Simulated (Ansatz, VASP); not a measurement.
# Al3Cu in VASP and in Ansatz

INCAR

```
  PREC = Accurate
  ENCUT = 520
  EDIFF = 1E-6
  ISMEAR = 0
  SIGMA = 0.15
  LREAL = F
  LASPH = T
  NELM = 60
  ALGO = Fast
  ISIF = 2
  LWAVE = F
  LCHARG = F
  GGA = PS
  NBANDS = 18
```

KPOINTS

```
Automatic mesh
0
Gamma
  18 18 6
```

The input POSCAR:

```
Al3Cu
1.0
    2.9047687452      0.0000000000      0.0000000000
    0.0000000000      2.6545972744      0.0000000000
    0.0000000000      0.0000000000      7.6029571177
Al Cu
3 1
Direct
    0.0000000000      0.0000000000      0.5000000000
    0.5000000000      0.5000000000      0.2206884206
    0.5000000000      0.5000000000      0.7793115794
    0.0000000000      0.0000000000      0.0000000000
```

Input for Ansatz:

```yaml
crystal:
  lattice:
    - [2.9047687452, 0.0, 0.0]
    - [0.0, 2.6545972744, 0.0]
    - [0.0, 0.0, 7.6029571177]
  atoms:
    - { symbol: Al, position: [0.0, 0.0, 0.5] }
    - { symbol: Al, position: [0.5, 0.5, 0.2206884206] }
    - { symbol: Al, position: [0.5, 0.5, 0.7793115794] }
    - { symbol: Cu, position: [0.0, 0.0, 0.0] }
basis:
  ecutwfc: 420
kpoints:
  mp_grid: { grid: [18, 18, 6] }
hamiltonian:
  xc: pbesol
scf:
  occupations: { method: gaussian, width: 0.15 }
output:
  forces: true
  stress: true
  eigenvalues: true
```

Change from the starting cell: strain +0.0450 x Voigt [1, -1, 0, 0, 0, 0], atoms carried along.

Alike in both runs: task single point; functional PBEsol; k mesh 18 × 18 × 6; occupations gaussian, width 0.15 eV; no spin polarisation.

```csv
,VASP,Ansatz
version,VASP 6.6.1,Ansatz 0.2.0
potentials or method,"VASP PAW PBE potentials, release 64 (Al, Cu), cutoff 520 eV","scalar-relativistic, plane waves, PAW"
valence electrons in the cell,20,28
```

|  | VASP | Ansatz | Ansatz less VASP |
| --- | --- | --- | --- |
| gap on the k mesh at the Fermi level (eV) | none | none | - |
| pressure (GPa) | 0.6 | 0.9 | +0.35 |
| traceless stress, the component that is largest in VASP (GPa) | 5.02 | 4.98 | -0.040 |
| rms of the force components (eV/Å) | 0.017 | 0.009 | -0.0082 |

VASP's potentials were made for PBE, not for PBEsol. Atom by atom the forces differ by 0.008 eV/Å (rms over components). A gap of «none» marks a metal or a gap that the smearing closes. With one functional, cell and mesh, what is left measures potentials, basis and numerics. VASP's potentials hold 20 valence electrons a cell and Ansatz's 28, so a difference there can come from the potentials and not from the codes.
